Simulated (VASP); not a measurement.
Set up this calculation in VASP 6.6.1, as the native input.

```
Task                   : single point
Functional             : LDA
Potentials or basis    : VASP PAW LDA potentials, release 64 (Te)
Cutoff                 : 520 eV
k mesh                 : 12 × 12 × 12
Occupations            : fermi-dirac, width 0.1 eV
Spin                   : no spin polarisation
Dipole correction      : no
Further INCAR settings : ALGO = Normal; EDIFF = 1e-06; NBANDS = 9
```

The structure of Te lies in POSCAR:

```
Te
1.0
    2.5682129080      0.0000000000      0.0000000000
    0.0000000000      2.5682129080      0.0000000000
    0.0000000000      0.0000000000      2.5682129080
Te
1
Direct
    0.0000000000      0.0000000000      0.0000000000
```

This cell differs from its parent crystal: volume scaled by 0.55.

One way to write it, as run:

INCAR

```
ALGO = Normal ; EDIFF = 1E-6
ENCUT = 520 ; GGA = CA
ISIF = 2 ; ISMEAR = -1
LASPH = T ; LCHARG = F
LREAL = F ; LWAVE = F
NBANDS = 9 ; NELM = 60
PREC = Accurate ; SIGMA = 0.1
```

KPOINTS

```
k-points
0
Gamma
  12 12 12
```

Potentials or basis: VASP PAW LDA potentials, release 64 (Te).

Command:

```sh
$ cat potpaw_LDA.64/Te/POTCAR > POTCAR
$ mpirun -np 1 vasp_std > vasp.out
```

Results of the run:

| Property | Result |
| --- | --- |
| Pressure | 126.8 GPa |
| Band gap on the k mesh | zero (band 3 reaches 23.70 eV, above the bottom of band 4 at 13.48 eV) |

Caveat: spin-orbit coupling is left out, which moves the levels of the heavy elements.

Wall time 6.1 s on 1 thread of Intel Xeon 6975P-C, with other jobs on the host, peak memory 0.12 GiB.
